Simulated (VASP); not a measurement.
Wanted: the native input for a VASP 6.6.1 run.

```yaml
Task: single point
Functional: r2SCAN
Potentials_or_basis: VASP PAW PBE potentials, release 64 (Sr_sv, Ta_pv, N)
Cutoff: 520 eV
k_mesh: 6 × 6 × 2
Occupations: gaussian, width 0.1 eV
Spin: no spin polarisation
Dipole_correction: no
Further_INCAR_settings: ALGO = Normal; EDIFF = 1e-06; NBANDS = 41
```

SrTaN2:

```
Sr Ta N
1.0
     3.12976    0.00000    0.00000
    -1.56488    2.71045    0.00000
     0.00000    0.00000   14.00732
Sr Ta N
2 2 4
Direct
  0.33333 0.66667 0.75000
  0.66667 0.33333 0.25000
  0.00000 0.00000 0.50000
  0.00000 0.00000 0.00000
  0.33333 0.66667 0.41400
  0.66667 0.33333 0.91400
  0.66667 0.33333 0.58600
  0.33333 0.66667 0.08600
```

These files were run (other wordings do the same):

POSCAR

```
SrTaN2
1.0
    3.1297614562      0.0000000000      0.0000000000
   -1.5648807281      2.7104529288      0.0000000000
    0.0000000000      0.0000000000     14.0073239996
Sr Ta N
2 2 4
Direct
    0.3333333333      0.6666666667      0.7500000000
    0.6666666667      0.3333333333      0.2500000000
    0.0000000000      0.0000000000      0.5000000000
    0.0000000000      0.0000000000      0.0000000000
    0.3333333333      0.6666666667      0.4140000000
    0.6666666667      0.3333333333      0.9140000000
    0.6666666667      0.3333333333      0.5860000000
    0.3333333333      0.6666666667      0.0860000000
```

INCAR.step1

```
SYSTEM = SrTaN2
ALGO = Normal ; EDIFF = 1E-4
ENCUT = 520 ; GGA = PE
ISMEAR = 0 ; LASPH = .TRUE.
LCHARG = .FALSE. ; LREAL = .FALSE.
LWAVE = .TRUE. ; NBANDS = 41
NELM = 60 ; PREC = Accurate
SIGMA = 0.1
```

INCAR.step2

```
SYSTEM = SrTaN2
ALGO = Normal ; EDIFF = 1E-6
ENCUT = 520 ; ISIF = 2
ISMEAR = 0 ; ISTART = 1
LASPH = .TRUE. ; LCHARG = .TRUE.
LELF = .TRUE. ; LMIXTAU = .TRUE.
LREAL = .FALSE. ; LVHAR = .TRUE.
LWAVE = .FALSE. ; METAGGA = R2SCAN
NBANDS = 41 ; NELM = 60
PREC = Accurate ; SIGMA = 0.1
```

KPOINTS

```
k-points
0
G
  6 6 2
  0 0 0
```

Potentials or basis: VASP PAW PBE potentials, release 64 (Sr_sv, Ta_pv, N).

Launch:

```sh
$ cat potpaw_PBE.64/Sr_sv/POTCAR potpaw_PBE.64/Ta_pv/POTCAR potpaw_PBE.64/N/POTCAR > POTCAR
$ cp INCAR.step1 INCAR
$ mpirun -np 1 vasp_std > vasp.out
$ cp INCAR.step2 INCAR
$ mpirun -np 1 vasp_std > vasp.out
```

It gave:

```
Pressure               : -8.8 GPa
Largest force          : 0.398 eV/Å
Band gap on the k mesh : zero (band 31 reaches 7.20 eV, above the bottom of band 32 at 4.76 eV)
```

Caveat: the k points lie up to 0.39 Å⁻¹ apart; the PAW data sets were made with another functional, which shifts forces and pressure a little; spin-orbit coupling is left out, which moves the levels of the heavy elements.

It took 3 min on 1 thread of Intel(R) Xeon(R) Platinum 8488C (Sapphire Rapids), on a shared host, peak memory 0.28 GiB.
